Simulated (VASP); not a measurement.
Runs of VASP 6.6.1 on BaZrO3. The structure is that of space group Pm-3m (No. 221), or close to it. The cells are those of the table. 

```tsv
level	cell	gap on the mesh (eV)	pressure (GPa)
r2SCAN	a = 4.205 Å, 5 atoms	3.68	1.0
PBE	a = 4.205 Å, 5 atoms	(c)	3.4
PBE	a = 4.310 Å, 5 atoms	3.00	(a)
r2SCAN	a = 4.163 Å, 5 atoms	(b)	6.4
```

Alike in all rows: task single point; potentials or basis VASP PAW PBE potentials, release 64 (Ba_sv, Zr_sv, O); no spin polarisation; k mesh 6 × 6 × 6; cutoff (eV) 520; smearing gaussian 0.01 eV.

**Question.** Fill in the values left out.

**Answer.** (a) -6.9; (b) 3.75; (c) 3.17.

Caveats: spin-orbit coupling is left out, which moves the levels of the heavy elements; the PAW data sets were made with another functional, which shifts forces and pressure a little (at least some runs); the cell stands under pressure (at least some runs); the cell stands under tension (at least some runs).

A k mesh can miss the band edges, and the runs leave out spin-orbit coupling on Ba, Zr.
